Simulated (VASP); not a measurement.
A run of VASP 6.6.1 is set up as follows.

INCAR

```
PREC     = Accurate       # precision mode
ENCUT    = 520            # plane-wave cutoff, eV
EDIFF    = 1E-7           # SCF threshold, eV
ISMEAR   = 0              # smearing method
SIGMA    = 0.2            # smearing width, eV
LREAL    = F              # projectors in reciprocal space
LASPH    = T              # aspherical terms in the spheres
NELM     = 150            # most SCF steps
ALGO     = Normal         # electronic algorithm
ISIF     = 2              # what is computed and relaxed
LWAVE    = F              # write WAVECAR
LCHARG   = F              # write CHGCAR
ISPIN    = 2              # spin polarisation
MAGMOM   = 0.62 0 0 0 0 0 0 0 # initial moments
LORBIT   = 11             # projections on sites
LMAXMIX  = 4              # l up to which the mixer works
GGA      = PE             # functional
NBANDS   = 48             # bands
```

Contents of KPOINTS:

```
regular mesh
0
Gamma
  8 8 2
```

Contents of POSCAR:

```
Ti3Al3Cu2
1.0
    2.8614750704      0.0000000000      0.0000000000
    0.0000000000      2.8614750704      0.0000000000
    0.0000000000      0.0000000000     14.6958054111
Ti Al Cu
3 3 2
Direct
    0.0000000000      0.0000000000      0.5000000000
    0.5000000000      0.5000000000      0.8647386399
    0.5000000000      0.5000000000      0.1352613601
    0.0000000000      0.0000000000      0.2702969017
    0.0000000000      0.0000000000      0.7297030983
    1.0000000000      0.0000000000      0.0000000000
    0.5000000000      0.5000000000      0.6226563071
    0.5000000000      0.5000000000      0.3773436929
```

Potentials or basis: VASP PAW PBE potentials, release 64 (Ti_sv, Al, Cu).

Command:

```console
$ cat potpaw_PBE.64/Ti_sv/POTCAR potpaw_PBE.64/Al/POTCAR potpaw_PBE.64/Cu/POTCAR > POTCAR
$ mpirun -np 1 vasp_std > vasp.out
```

Q: Estimate the largest force.

A: 0.044 eV/Å.

Q: What does it give for the site moments?

A: Ti +0.55, -0.01 (each value once); Al -0.00; Cu +0.02 μB.

Forces on the atoms (eV/Å):
```
Ti   0.000  0.000  0.000
Ti   0.000  0.000  0.044
Ti   0.000  0.000 -0.044
Al   0.000  0.000  0.009
Al   0.000  0.000 -0.009
Al   0.000  0.000  0.000
Cu   0.000  0.000  0.003
Cu   0.000  0.000 -0.003
```
